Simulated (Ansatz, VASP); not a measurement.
# Sn in VASP and in Ansatz

```xyz
1
Lattice="-1.7265 1.7755 2.3383 1.7265 -1.7755 2.3383 1.7265 1.7755 -2.3383" Properties=species:S:1:pos:R:3 pbc="T T T"
Sn    0.0000    0.0000    0.0000
```

Alike in both runs: task single point; functional PBEsol; k mesh 9 × 9 × 9; occupations fermi-dirac, width 0.1 eV; no spin polarisation.

|  | VASP | Ansatz |
| --- | --- | --- |
| version | VASP 6.6.1 | Ansatz 0.2.0 |
| potentials or method | VASP PAW PBE potentials, release 64 (Sn_d), cutoff 500 eV | plane waves, PAW |
| valence electrons in the cell | 14 | 14 |

VASP gave:

* pressure (GPa): -3.5
* traceless stress, the component that is largest in VASP (GPa): 0.88

Problem. What did Ansatz give for the same quantities?

Solution. Pressure (GPa): -3.4; traceless stress, the component that is largest in VASP (GPa): 0.89.

VASP's potentials were made for PBE, not for PBEsol. The functional is the same, so the differences come from potentials, cutoffs and numerics.
